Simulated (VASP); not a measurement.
# MnHg (Pm-3m) in VASP: a series of runs

The runs below take MnHg through single point, with PBE.

All numbers are computed with VASP 6.6.1; they aren't measurements. Logs are shortened: lines on timing, memory, paths and dates and some standing lists are left out, and cuts for length are marked.

### 1 The cell of the first run

It takes space group Pm-3m (No. 221, cubic). Conventional cell: a = 3.315 Å, b = 3.315 Å, c = 3.315 Å, α = 90.00°, β = 90.00°, γ = 90.00°. Within 3.8 Å of Mn (site symmetry m-3m) lie 8 Hg at 2.87 Å and 6 Mn at 3.31 to 3.32 Å. Hg (site symmetry m-3m) has 8 Mn at 2.87 Å and 6 Hg at 3.31 Å within 3.8 Å.

### 2 Single point, PBE, collinear spin, ferromagnetic start

Input file INCAR:

```
ALGO = Normal ; EDIFF = 1E-7
ENCUT = 520 ; GGA = PE
ISIF = 2 ; ISMEAR = -1
ISPIN = 2 ; LASPH = True
LCHARG = False ; LMAXMIX = 4
LORBIT = 11 ; LREAL = False
LWAVE = False ; MAGMOM = 2.33 0
NBANDS = 24 ; NELM = 150
NUPDOWN = 2.33 ; PREC = Accurate
SIGMA = 0.1
```

Input file KPOINTS:

```
k-points
0
Gamma
  10 10 10
```

Input file POSCAR:

```
MnHg
1.0
    3.3150000000      0.0000000000      0.0000000000
    0.0000000000      3.3150000000      0.0000000000
    0.0000000000      0.0000000000      3.3150000000
Mn Hg
1 1
Direct
    0.5000000000      0.5000000000      0.5000000000
    0.0000000000      0.0000000000      0.0000000000
```

Potentials or basis: VASP PAW PBE potentials, release 64 (Mn_pv, Hg).

Started as:

```sh
$ cat potpaw_PBE.64/Mn_pv/POTCAR potpaw_PBE.64/Hg/POTCAR > POTCAR
$ mpirun -np 1 vasp_std > vasp.out
```

OUTCAR:

```text
EDIFF = 1E-7
   ENCUT = 520
   GGA = PE
   ISIF = 2
   ISMEAR = -1
   ISPIN = 2
   LASPH = True
   LORBIT = 11
   LREAL = False
   NELM = 150
   NUPDOWN = 2.33
   PREC = Accurate

 ion  position               nearest neighbor table
   1  0.500  0.500  0.500-   2 2.87   2 2.87   2 2.87   2 2.87   2 2.87   2 2.87   2 2.87   2 2.87

   2  0.000  0.000  0.000-   1 2.87   1 2.87   1 2.87   1 2.87   1 2.87   1 2.87   1 2.87   1 2.87

  LATTYP: Found a simple cubic cell.
 ALAT       =     3.3150000000

  Lattice vectors:

 A1 = (   3.3150000000,   0.0000000000,   0.0000000000)
 A2 = (   0.0000000000,   3.3150000000,   0.0000000000)
 A3 = (   0.0000000000,   0.0000000000,   3.3150000000)

Analysis of symmetry for initial positions (statically):
=====================================================================
 Subroutine PRICEL returns:
 Original cell was already a primitive cell.

 Routine SETGRP: Setting up the symmetry group for a
 simple cubic supercell.

 Subroutine GETGRP returns: Found 48 space group operations
 (whereof 48 operations were pure point group operations)
 out of a pool of 48 trial point group operations.

The static configuration has the point symmetry O_h .

Analysis of symmetry for dynamics (positions and initial velocities):
=====================================================================
 Subroutine PRICEL returns:
 Original cell was already a primitive cell.

 Routine SETGRP: Setting up the symmetry group for a
 simple cubic supercell.

 Subroutine GETGRP returns: Found 48 space group operations
 (whereof 48 operations were pure point group operations)
 out of a pool of 48 trial point group operations.

The dynamic configuration has the point symmetry O_h .

Analysis of structural, dynamic, and magnetic symmetry:
=====================================================================
 Subroutine PRICEL returns:
 Original cell was already a primitive cell.

 Routine SETGRP: Setting up the symmetry group for a
 simple cubic supercell.

 Subroutine GETGRP returns: Found 48 space group operations
 (whereof 48 operations were pure point group operations)
 out of a pool of 48 trial point group operations.

The overall configuration has the point symmetry O_h .

 Subroutine INISYM returns: Found 48 space group operations
 (whereof 48 operations are pure point group operations),
 and found     1 'primitive' translations

----------------------------------------------------------------------------------------

                                     Primitive cell

  volume of cell :      36.4293

  direct lattice vectors                    reciprocal lattice vectors
     3.315000000  0.000000000  0.000000000     0.301659125  0.000000000  0.000000000
     0.000000000  3.315000000  0.000000000     0.000000000  0.301659125  0.000000000
     0.000000000  0.000000000  3.315000000     0.000000000  0.000000000  0.301659125

  length of vectors
     3.315000000  3.315000000  3.315000000     0.301659125  0.301659125  0.301659125

  position of ions in fractional coordinates (direct lattice)
     0.500000000  0.500000000  0.500000000
     0.000000000  0.000000000  0.000000000

  ion indices of the primitive-cell ions
   primitive index   ion index
                 1           1
                 2           2

----------------------------------------------------------------------------------------

 KPOINTS: k-points

Automatic generation of k-mesh.
 Grid dimensions read from file:
 generate k-points for:   10   10   10

 Generating k-lattice:

  Cartesian coordinates                     Fractional coordinates (reciprocal lattice)
     0.030165913  0.000000000  0.000000000     0.100000000  0.000000000  0.000000000
     0.000000000  0.030165913  0.000000000     0.000000000  0.100000000  0.000000000
     0.000000000  0.000000000  0.030165913     0.000000000  0.000000000  0.100000000

  Length of vectors
     0.030165913  0.030165913  0.030165913

  Shift w.r.t. Gamma in fractional coordinates (k-lattice)
     0.000000000  0.000000000  0.000000000

 Subroutine IBZKPT returns following result:
 ===========================================

 Found     56 irreducible k-points:

 Following reciprocal coordinates:
            Coordinates               Weight
  0.000000  0.000000  0.000000      1.000000
  0.100000  0.000000  0.000000      6.000000
  0.200000  0.000000  0.000000      6.000000
  0.300000  0.000000  0.000000      6.000000
  0.400000  0.000000  0.000000      6.000000
  0.500000  0.000000  0.000000      3.000000
[... 16 lines left out ...]
  0.200000  0.100000  0.100000     24.000000
  0.300000  0.100000  0.100000     24.000000
 [... further k-points ...]
   k-points           NKPTS =     56   k-points in BZ     NKDIM =     56   number of bands    NBANDS=     24
   number of dos      NEDOS =    301   number of ions     NIONS =      2
   total plane-waves  NPLWV =  21952
   dimension x,y,z NGX =    28 NGY =   28 NGZ =   28
   dimension x,y,z NGXF=    56 NGYF=   56 NGZF=   56
   ions per type =               1   1
   NGX,Y,Z   is equivalent  to a cutoff of  14.04, 14.04, 14.04 a.u.
   NGXF,Y,Z  is equivalent  to a cutoff of  28.08, 28.08, 28.08 a.u.
 SYSTEM =  unknown system
   PREC   = accura    normal or accurate (medium, high low for compatibility)
   ISTART =      0    job   : 0-new  1-cont  2-samecut
   ICHARG =      2    charge: 1-file 2-atom 10-const
   ISPIN  =      2    spin polarized calculation?
   LNONCOLLINEAR =      F non collinear calculations
   LSORBIT =      F    spin-orbit coupling
   LASPH  =      T    aspherical Exc in radial PAW
   ENCUT  =  520.0 eV  38.22 Ry    6.18 a.u.   6.16  6.16  6.16*2*pi/ulx,y,z
   NELM   =    150;   NELMIN=  2; NELMDL= -5     # of ELM steps
   EDIFF  = 0.1E-06   stopping-criterion for ELM
   LREAL  =      F    real-space projection
   EDIFFG = 0.1E-05   stopping-criterion for IOM
   NSW    =      0    number of steps for IOM
   IBRION =     -1    ionic relax: 0-MD 1-quasi-New 2-CG
   NFREE  =      0    steps in history (QN), initial steepest desc. (CG)
   ISIF   =      2    stress and relaxation
   ISYM   =      2    0-nonsym 1-usesym 2-fastsym
   POTIM  = 0.5000    time-step for ionic-motion
   TEBEG  =    0.0;   TEEND  =   0.0 temperature during run
   PSTRESS=    0.0 pullay stress
   NELECT =      25.0000    total number of electrons
   NUPDOWN=       2.3300    fix difference up-down
   EMIN   =  10.00;   EMAX   =-10.00  energy-range for DOS
   EFERMI =   0.00;   METHOD = LEGACY
   ISMEAR =    -1;   SIGMA  =   0.10  broadening in eV -4-tet -1-fermi 0-gaus
   EFERMI_NEDOS =   21; number of points for ismear=-14 and -15
   IALGO  =     38    algorithm
   IMIX   =      4    mixing-type and parameters
     AMIX     =   0.40;   BMIX     =  1.00
     AMIX_MAG =   1.60;   BMIX_MAG =  1.00
  volume/ion in A,a.u.               =      18.21       122.92
  Fermi-wavevector in a.u.,A,eV,Ry     =   1.444014  2.728790 28.370534  2.085175
  Thomas-Fermi vector in A             =   2.562356
   LORBIT       =     11    0 simple, 1 ext, 2 COOP (PROOUT), +10 PAW based schemes
   GGA     = PE    functional components
   LHFCALC =     F    Hartree Fock is set to
   AEXX    =    0.0000 exact exchange contribution
   IVDW    =     0    specifies the selected vdW correction
   LEPSILON=     F    determine dielectric tensor
   LRPA    =     F    only Hartree local field effects (RPA)
 spin polarized calculation
  energy-cutoff  :      520.00
  volume of cell :       36.43
 maximum number of plane-waves:       996
 NGX is ok and might be reduce to    28
   NGX = 13   NGY = 13   NGZ = 13

 number of electron      25.0000012 magnetization       2.3300000

 Free energy of the ion-electron system (eV)
  ---------------------------------------------------
  ext. energy  EPLUGINS =         0.00000000
  ---------------------------------------------------
  free energy    TOTEN  =        -7.95216231 eV

  energy without entropy =       -7.87145665  energy(sigma->0) =       -7.91180948

 E-fermi :   5.4705     XC(G=0): -11.7027

 val. band max:        5.4442183741   @ k =   0.4000   0.2000   0.2000
 cond. band min:       4.3721111671   @ k =   0.5000   0.4000   0.4000
 fundamental gap:     -1.0721072069
 Fermi energy:         4.3570207262

 spin component 1

 k-point     1 :       0.0000    0.0000    0.0000
  band No.  band energies     occupation
      1     -43.9378      1.00000
      2     -43.9378      1.00000
      3     -43.9378      1.00000
      4      -4.0300      1.00000
      5      -2.8326      1.00000
      6      -2.8326      1.00000
[... 16 lines left out ...]
     23      22.6867      0.00000
     24      26.5051      0.00000

 k-point     2 :       0.1000    0.0000    0.0000
  band No.  band energies     occupation
      1     -43.9394      1.00000
      2     -43.9377      1.00000
      3     -43.9377      1.00000
      4      -3.8756      1.00000
      5      -2.8095      1.00000
      6      -2.7590      1.00000
[... 586 lines left out ...]
 k-point    24 :       0.3000    0.1000    0.1000
  band No.  band energies     occupation
      1     -43.9484      1.00000
      2     -43.9385      1.00000
      3     -43.9385      1.00000
      4      -2.8009      1.00000
      5      -2.5673      1.00000
      6      -2.1564      1.00000
[... 16 lines left out ...]
     23      22.3090      0.00000
     24      23.1299      0.00000

 [... further k-points ...]

 spin component 2

 k-point     1 :       0.0000    0.0000    0.0000
  band No.  band energies     occupation
      1     -41.2277      1.00000
      2     -41.2277      1.00000
      3     -41.2277      1.00000
      4      -4.0764      1.00000
      5      -2.9027      1.00000
      6      -2.9027      1.00000
[... 16 lines left out ...]
     23      22.4688      0.00000
     24      26.9618      0.00000

 k-point     2 :       0.1000    0.0000    0.0000
  band No.  band energies     occupation
      1     -41.2297      1.00000
      2     -41.2276      1.00000
      3     -41.2276      1.00000
      4      -3.9232      1.00000
      5      -2.8817      1.00000
      6      -2.8282      1.00000
[... 586 lines left out ...]
 k-point    24 :       0.3000    0.1000    0.1000
  band No.  band energies     occupation
      1     -41.2406      1.00000
      2     -41.2286      1.00000
      3     -41.2286      1.00000
      4      -2.8742      1.00000
      5      -2.6494      1.00000
      6      -2.1761      1.00000
[... 16 lines left out ...]
     23      22.3139      0.00000
     24      23.3562      0.00000

 [... further k-points ...]
[... 5 lines left out ...]
  --------------------------------------------------------------------------------------
  -------------------------------------------------------------------------------------
  Total       -1.8917451     -1.8917451     -1.8917451      0.0000000      0.0000000      0.0000000
  in kB      -83.1998617    -83.1998617    -83.1998617      0.0000000      0.0000000      0.0000000
  external PRESSURE =     -83.1998617 kB  Pullay stress =       0.0000000 kB

 VOLUME and BASIS-vectors are now :
 -----------------------------------------------------------------------------
  energy-cutoff  :      520.00
  volume of cell :       36.43
      direct lattice vectors                 reciprocal lattice vectors
     3.315000000  0.000000000  0.000000000     0.301659125  0.000000000  0.000000000
     0.000000000  3.315000000  0.000000000     0.000000000  0.301659125  0.000000000
     0.000000000  0.000000000  3.315000000     0.000000000  0.000000000  0.301659125

 POSITION                                       TOTAL-FORCE (eV/Angst)
 -----------------------------------------------------------------------------------
      1.65750      1.65750      1.65750         0.000000      0.000000      0.000000
      0.00000      0.00000      0.00000         0.000000      0.000000      0.000000
 -----------------------------------------------------------------------------------
    total drift:                                0.000000      0.000000      0.000000

  FREE ENERGIE OF THE ION-ELECTRON SYSTEM (eV)
  ---------------------------------------------------
  free  energy   TOTEN  =        -7.9521623142 eV

  energy  without entropy=       -7.8714566490  energy(sigma->0) =       -7.91180948

 total charge

# of ion       s       p       d       tot
------------------------------------------
    1        0.221   6.150   5.074  11.445
    2        0.797   0.479   9.272  10.547
--------------------------------------------------
tot          1.018   6.629  14.346  21.992

 magnetization (x)

# of ion       s       p       d       tot
------------------------------------------
    1       -0.002  -0.014   2.549   2.533
    2       -0.052  -0.086   0.014  -0.124
--------------------------------------------------
tot         -0.054  -0.100   2.563   2.409
```

It took 43 s on 1 thread of Intel Xeon 6975P-C (Granite Rapids), shared host; peak memory 0.22 GiB.

Results:

```
Free energy                                           : -7.9522 eV
Pressure                                              : -8.3 GPa
Net moment                                            : 2.33 μB per cell
Site moments                                          : Mn +2.53; Hg -0.12 μB
Valence electrons inside the program's atomic spheres : Mn 11.45; Hg 10.55
```

Caveat: spin-orbit coupling is left out, which moves the levels of the heavy elements; the total moment is fixed, so each spin has its own Fermi level.

### 3 Single point, PBE, collinear spin, ferromagnetic start

Input file INCAR:

```
  ALGO = Normal
  EDIFF = 1E-7
  ENCUT = 520
  GGA = PE
  ISIF = 2
  ISMEAR = -1
  ISPIN = 2
  LASPH = True
  LCHARG = True
  LELF = True
  LMAXMIX = 4
  LORBIT = 11
  LREAL = False
  LVHAR = True
  LWAVE = False
  MAGMOM = 3.11 0
  NBANDS = 24
  NELM = 150
  NUPDOWN = 3.11
  PREC = Accurate
  SIGMA = 0.1
```

KPOINTS is that of step 2.

POSCAR is that of step 2.

Potentials or basis: VASP PAW PBE potentials, release 64 (Mn_pv, Hg).

Started as:

```sh
$ cat potpaw_PBE.64/Mn_pv/POTCAR potpaw_PBE.64/Hg/POTCAR > POTCAR
$ mpirun -np 1 vasp_std > vasp.out
```

Wall time 41 s (1 thread of Intel Xeon 6975P-C (Granite Rapids), shared host); peak memory 0.22 GiB.

The run converged. Its results:

| Item | Value |
| --- | --- |
| Free energy | -8.3375 eV |
| Pressure | -4.4 GPa |
| Net moment | 3.11 μB per cell |
| Site moments | Mn +3.26; Hg -0.13 μB |
| Valence electrons inside the program's atomic spheres | Mn 11.44; Hg 10.56 |

Caveat: spin-orbit coupling is left out, which moves the levels of the heavy elements; the total moment is fixed, so each spin has its own Fermi level.
